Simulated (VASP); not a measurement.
Write the native input for VASP 6.6.1 that does the following.

```yaml
Task: single point
Functional: PBE
Potentials_or_basis: VASP PAW PBE potentials, release 64 (Al, Ga_d, N)
Cutoff: 520 eV
k_mesh: 6 × 6 × 2
Occupations: gaussian, width 0.1 eV
Spin: no spin polarisation
Dipole_correction: no
Further_INCAR_settings: ALGO = Normal; EDIFF = 1e-07; NBANDS = 31
```

The structure of AlGa2N3 lies in POSCAR:

```
AlGa2N3
1.0
    3.1841535118      0.0000000027      0.0000000000
   -1.5920767582      2.7575578294      0.0000000000
    0.0000000000      0.0000000000      7.7994901095
Al Ga N
1 2 3
Direct
    0.6666666667      0.3333333333      0.3330982373
    0.0000000000      0.0000000000      0.0027347598
    0.3333333333      0.6666666667      0.6640470719
    0.3333333333      0.6666666667      0.9162973986
    0.6666666667      0.3333333333      0.5767998326
    0.0000000000      0.0000000000      0.2570226998
```

These files were run (other wordings do the same):

INCAR

```
SYSTEM = AlGa2N3
ALGO = Normal
EDIFF = 1E-7
ENCUT = 520
GGA = PE
ISIF = 2
ISMEAR = 0
LASPH = .TRUE.
LCHARG = .TRUE.
LELF = .TRUE.
LREAL = .FALSE.
LVHAR = .TRUE.
LWAVE = .FALSE.
NBANDS = 31
NELM = 60
PREC = Accurate
SIGMA = 0.1
```

KPOINTS

```
k-points
0
G
  6 6 2
  0 0 0
```

Potentials or basis: VASP PAW PBE potentials, release 64 (Al, Ga_d, N).

Command:

```sh
$ cat potpaw_PBE.64/Al/POTCAR potpaw_PBE.64/Ga_d/POTCAR potpaw_PBE.64/N/POTCAR > POTCAR
$ mpirun -np 1 vasp_std > vasp.out
```

It gave:

| Quantity | Value |
| --- | --- |
| Pressure | -0.4 GPa |
| Largest force | 0.021 eV/Å |
| Band gap on the k mesh | 2.13 eV, direct |

Run time: 23 s on 1 thread of Intel Xeon 6975P-C, with other jobs on the host, peak memory 0.18 GiB.
